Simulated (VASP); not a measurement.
# Si16Ge (a cell with a defect) in VASP: notebook, part 2 of 3

VASP 6.6.1.

### 3 Single point, PBEsol

Contents of INCAR:

```
SYSTEM = Si16Ge
PREC = Accurate ; ENCUT = 520
EDIFF = 1E-6 ; ISMEAR = -1
SIGMA = 0.05 ; LREAL = Auto
LASPH = .True. ; NELM = 80
ALGO = Normal ; ISIF = 2
LWAVE = .False. ; LCHARG = .True.
GGA = PS ; LELF = .True.
LVHAR = .True. ; NBANDS = 53
```

Contents of KPOINTS:

```
regular mesh
0
Gamma
  2 2 2
  0 0 0
```

Contents of POSCAR:

```
Si16Ge
1.0
    0.0000000000      5.4300000000      5.4300000000
    5.4300000000      0.0000000000      5.4300000000
    5.4300000000      5.4300000000      0.0000000000
Si Ge
16 1
Direct
    0.0128470534      0.0135872007     -0.0401021179
    0.1202904236      0.1211353591      0.1152139963
    0.0014679558      0.0023325967      0.4868779006
    0.1368987109      0.1380246777      0.5868248619
   -0.0411740331      0.5185528545      0.0038344383
    0.1202853591      0.6432918048      0.1151560773
    0.0015487109      0.5090912523      0.4867883057
    0.1075251381      0.6313975138      0.6294334254
    0.5178385820     -0.0408652855      0.0038045120
    0.6427018416      0.1210324125      0.1151068140
    0.5079415285      0.0026527624      0.4865980663
    0.6305207182      0.1082649171      0.6293302947
    0.5179709945      0.5191315838      0.0037133517
    0.6022443831      0.6028655617      0.1919134438
    0.4769439227      0.4776472376      0.5676034070
    0.6306022099      0.6317208103      0.6292480663
    0.3370765193      0.3375831492      0.9877286372
```

Potentials or basis: VASP PAW PBE potentials, release 64 (Si, Ge_d).

On the command line:

```sh
$ cat potpaw_PBE.64/Si/POTCAR potpaw_PBE.64/Ge_d/POTCAR > POTCAR
$ mpirun -np 1 vasp_std > vasp.out
```

OUTCAR:

```text
SYSTEM = Si16Ge
   PREC = Accurate
   ENCUT = 520
   EDIFF = 1E-6
   ISMEAR = -1
   LREAL = Auto
   LASPH = .True.
   NELM = 80
   ISIF = 2
   GGA = PS

 ion  position               nearest neighbor table
   1  0.013  0.014  0.960-  10 2.33   6 2.33   2 2.33   4 2.34
   2  0.120  0.121  0.115-   3 2.33   1 2.33  17 2.45   5 2.50   9 2.50
   3  0.001  0.002  0.487-   8 2.33  12 2.33   2 2.33   4 2.33
   4  0.137  0.138  0.587-  11 2.33   7 2.33   3 2.33   1 2.34
   5  0.959  0.519  0.004-  14 2.28   8 2.35  17 2.48   2 2.50   6 2.50
[... 655 lines left out ...]
  Total        7.5221181      7.5503748      7.5137167     -1.3987212      1.3954959      1.3888355
  in kB       37.6375412     37.7789261     37.5955041     -6.9986174      6.9824795      6.9491538
  external PRESSURE =      37.6706571 kB  Pullay stress =       0.0000000 kB

 VOLUME and BASIS-vectors are now :
 -----------------------------------------------------------------------------
  energy-cutoff  :      520.00
  volume of cell :      320.21
      direct lattice vectors                 reciprocal lattice vectors
     0.000000000  5.430000000  5.430000000    -0.092081031  0.092081031  0.092081031
     5.430000000  0.000000000  5.430000000     0.092081031 -0.092081031  0.092081031
     5.430000000  5.430000000  0.000000000     0.092081031  0.092081031 -0.092081031

 POSITION                                       TOTAL-FORCE (eV/Angst)
 -----------------------------------------------------------------------------------
      5.28602      5.28200      0.14354        -0.002493      0.003449      0.002873
      1.28338      1.27879      1.31094        -0.002650      0.001908      0.008978
      2.65641      2.65172      0.02064         0.001519      0.000089      0.009921
      3.93593      3.92982      1.49283         0.003833      0.002195     -0.004060
      2.83656      5.22725      8.02217         0.019198     -0.019791     -0.018035
      4.11837      1.27845      4.14622        -0.011160      0.002233      0.002615
[... 9 lines left out ...]
      6.84706      6.84099      6.85441         0.001769      0.001854      0.004872
      7.19644      7.19369      3.66340        -0.018505     -0.000154      0.020337
 -----------------------------------------------------------------------------------
    total drift:                               -0.001031     -0.001681      0.000738

  FREE ENERGIE OF THE ION-ELECTRON SYSTEM (eV)
  ---------------------------------------------------
  free  energy   TOTEN  =       -92.5095988695 eV

  energy  without entropy=      -92.4586157904  energy(sigma->0) =      -92.48410733
```

OSZICAR:

```text
N       E                     dE             d eps       ncg     rms          rms(c)
DAV:   1     0.382271728258E+03    0.38227E+03   -0.30050E+04  1071   0.160E+03
DAV:   2    -0.326305594013E+02   -0.41490E+03   -0.38541E+03   957   0.386E+02
DAV:   3    -0.908793485281E+02   -0.58249E+02   -0.56012E+02  1024   0.100E+02
DAV:   4    -0.942144432258E+02   -0.33351E+01   -0.32911E+01  1088   0.280E+01
DAV:   5    -0.943219290212E+02   -0.10749E+00   -0.10720E+00  1064   0.475E+00    0.145E+01
DAV:   6    -0.930526305997E+02    0.12693E+01   -0.73792E-01  1019   0.292E+00    0.861E+00
DAV:   7    -0.925081443926E+02    0.54449E+00   -0.12447E+00   992   0.349E+00    0.591E-01
DAV:   8    -0.925087684413E+02   -0.62405E-03   -0.97999E-02  1032   0.148E+00    0.368E-01
DAV:   9    -0.925093863974E+02   -0.61796E-03   -0.51219E-03  1080   0.294E-01    0.206E-01
DAV:  10    -0.925095444160E+02   -0.15802E-03   -0.44588E-04  1016   0.842E-02    0.834E-02
DAV:  11    -0.925095980626E+02   -0.53647E-04   -0.85799E-05   992   0.372E-02    0.168E-02
DAV:  12    -0.925095988695E+02   -0.80691E-06   -0.72741E-06  1088   0.108E-02
   1 F= -.92509599E+02 E0= -.92484107E+02  d E =-.509831E-01
```

Wall time 8.2 min (1 thread of Intel Xeon 8259CL, shared host); peak memory 0.5 GiB.

What came out:

| Property | Result |
| --- | --- |
| Free energy | -92.5096 eV |
| Pressure | 3.8 GPa |
| Largest force | 0.033 eV/Å |
| Band gap on the k mesh | zero (bands 39 and 40 overlap by 0.14 eV) |

Forces on the atoms (eV/Å):
```
Si  -0.002  0.003  0.003
Si  -0.003  0.002  0.009
Si   0.002  0.000  0.010
Si   0.004  0.002 -0.004
Si   0.019 -0.020 -0.018
Si  -0.011  0.002  0.003
Si  -0.008  0.000 -0.002
Si  -0.003 -0.005  0.003
Si  -0.001  0.002  0.004
Si   0.002 -0.030 -0.002
Si   0.002  0.001 -0.003
Si  -0.004  0.002 -0.002
Si  -0.005  0.000 -0.002
Si   0.011  0.026 -0.010
Si   0.013  0.011 -0.013
Si   0.002  0.002  0.005
Ge  -0.019  0.000  0.020
```

Caveat: the k points lie up to 0.50 Å⁻¹ apart; the PAW data sets were made with another functional, which shifts forces and pressure a little.

### 4 Single point, PBEsol

Contents of INCAR:

```
SYSTEM = Si16Ge
  PREC = Accurate
  ENCUT = 520
  EDIFF = 1E-6
  ISMEAR = -1
  SIGMA = 0.05
  LREAL = Auto
  LASPH = .TRUE.
  NELM = 100
  ALGO = Normal
  ISIF = 2
  LWAVE = .FALSE.
  LCHARG = .FALSE.
  GGA = PS
  NBANDS = 53
```

Contents of KPOINTS:

```
regular mesh
0
G
  2 2 2
  0 0 0
```

Contents of POSCAR:

```
Si16Ge
1.0
    0.0000000000      5.4300000000      5.4300000000
    5.4300000000      0.0000000000      5.4300000000
    5.4300000000      5.4300000000      0.0000000000
Si Ge
16 1
Direct
    0.0217831492      0.0225477901     -0.0669529466
    0.1057952118      0.1069125230      0.1211854512
   -0.0070294659     -0.0058825046      0.4955996317
    0.1469289134      0.1478254144      0.5573114180
   -0.0187249540      0.5043470534      0.0098662063
    0.1056325967      0.6661508287      0.1211887661
   -0.0071189687      0.5171898711      0.4956316759
    0.1152811234      0.6231774401      0.6381894107
    0.5035144567     -0.0180569982      0.0100164825
    0.6655362799      0.1063797422      0.1214180479
    0.5162768877     -0.0061914365      0.4958356354
    0.6220526703      0.1163848987      0.6384270718
    0.5035604972      0.5043995396      0.0100330571
    0.6110043278      0.6117159300      0.1654354512
    0.4863329650      0.4874329650      0.5385281768
    0.6219652855      0.6228702578      0.6384973297
    0.2873147330      0.2878729282      1.1369003683
```

On the command line:

```sh
$ cat potpaw_PBE.64/Si/POTCAR potpaw_PBE.64/Ge_d/POTCAR > POTCAR
$ mpirun -np 1 vasp_std > vasp.out
```

It took 7.8 min on 1 thread of Intel Xeon 8259CL, shared host; peak memory 0.5 GiB.

The run converged. Its results:

| Property | Result |
| --- | --- |
| Free energy | -92.5096 eV |
| Pressure | 3.8 GPa |
| Largest force | 0.031 eV/Å |
| Band gap on the k mesh | zero (bands 39 and 40 overlap by 0.13 eV) |

Forces on the atoms (eV/Å):
```
Si  -0.017 -0.011  0.023
Si  -0.014 -0.010 -0.015
Si   0.000  0.001 -0.005
Si  -0.014 -0.014  0.012
Si   0.002  0.007 -0.001
Si   0.008 -0.002  0.008
Si   0.005  0.000  0.002
Si   0.000  0.010 -0.001
Si   0.014  0.001  0.001
Si   0.002 -0.001  0.001
Si   0.000  0.004  0.001
Si   0.005 -0.001  0.000
Si  -0.002 -0.001 -0.022
Si   0.000  0.003  0.003
Si  -0.003 -0.003  0.003
Si  -0.002 -0.001 -0.003
Ge   0.015  0.020 -0.008
```

Stress tensor (GPa, compression positive):
```
 3.77 -0.69  0.70
-0.69  3.76  0.70
 0.70  0.70  3.77
```

Levels at points of the mesh, in eV from the Fermi level:
```csv
k point,band 36,band 37,band 38,band 39,band 40,band 41,band 42,band 43
"(0.00, 0.00, 0.00)",-1.05,-0.55,-0.55,-0.55,-0.11,-0.11,0.17,0.17
"(0.50, 0.00, 0.00)",-1.36,-1.31,-0.94,-0.15,0.15,0.73,0.83,0.98
"(0.00, 0.50, 0.00)",-1.36,-1.31,-0.94,-0.16,0.15,0.73,0.83,0.98
"(0.00, 0.00, 0.50)",-1.28,-1.20,-1.20,-0.26,0.39,0.39,1.15,1.15
"(0.50, 0.50, 0.50)",-1.36,-1.31,-0.94,-0.16,0.15,0.73,0.83,0.98
"(0.50, 0.50, 0.00)",-1.81,-1.69,-0.95,0.02,0.43,1.23,1.39,1.64
"(0.00, 0.50, 0.50)",-1.81,-1.69,-0.95,0.02,0.43,1.23,1.39,1.64
"(0.50, 0.00, 0.50)",-1.81,-1.69,-0.94,0.02,0.43,1.23,1.39,1.64
```

Caveat: the k points lie up to 0.50 Å⁻¹ apart; the PAW data sets were made with another functional, which shifts forces and pressure a little.

(Continued in part 3 of 3.)
